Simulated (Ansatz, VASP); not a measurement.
# Two plane-wave programs on Ge2N

```
Ge N
1.0
     0.00000    3.69315    3.69315
     3.69315    0.00000    3.69315
     3.69315    3.69315    0.00000
Ge N
4 2
Direct
  0.12500 0.12500 0.12500
  0.62500 0.12500 0.12500
  0.12500 0.12500 0.62500
  0.12500 0.62500 0.12500
  0.50000 0.50000 0.50000
  0.75000 0.75000 0.75000
```

Change from the starting cell: species swapped into the GdS2 type (Fd-3m, No. 227).

Alike in both runs: functional PBE; k mesh 10 × 10 × 10; occupations gaussian, width 0.1 eV; no spin polarisation.

Ansatz relaxed the structure, and its values are those at the end. VASP's run is a single point on that final structure, the one shown.

```csv
,VASP,Ansatz
version,VASP 6.6.1,Ansatz 0.2.0
potentials or method,"VASP PAW PBE potentials, release 64 (Ge_d, N), cutoff 520 eV","scalar-relativistic, plane waves, PAW"
valence electrons in the cell,66,66
```

|  | VASP | Ansatz | Ansatz less VASP |
| --- | --- | --- | --- |
| gap on the k mesh at the Fermi level (eV) | none | none | - |
| pressure (GPa) | 0.0 | 0.0 | +0.02 |

A gap of «none» marks a metal or a gap that the smearing closes.
